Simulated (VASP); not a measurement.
BP, 2 atoms in the cell. Symmetry: F-43m, No. 216, cubic system. The conventional cell has a = 4.520 Å, b = 4.520 Å, c = 4.520 Å, α = 90.00°, β = 90.00°, γ = 90.00°. Within 2.6 Å of B (site symmetry -43m) lie 4 P at 1.96 Å. P (site symmetry -43m) has 4 B at 1.96 Å within 2.6 Å. 

- Program: VASP 6.6.1
- Task: single point
- Functional: PBEsol
- Potentials or basis: VASP PAW PBE potentials, release 64 (B, P)
- Cutoff: 500 eV
- k mesh: 12 × 12 × 12
- Occupations: gaussian, width 0.05 eV
- Spin: no spin polarisation
- Dipole correction: no
- Further INCAR settings: ALGO = Normal; EDIFF = 1e-06; NBANDS = 11

Potentials or basis: VASP PAW PBE potentials, release 64 (B, P).

Command:

```console
$ cat potpaw_PBE.64/B/POTCAR potpaw_PBE.64/P/POTCAR > POTCAR
$ mpirun -np 1 vasp_std > vasp.out
```

Hardware: 1 thread of Intel Xeon 8259CL, on a shared host.

Task: Estimate the wall time of this run.

Result: It took 7.1 s on 1 thread of Intel Xeon 8259CL, with other jobs on the host, peak memory 0.14 GiB. Counts: scf iterations 12, k points 72.
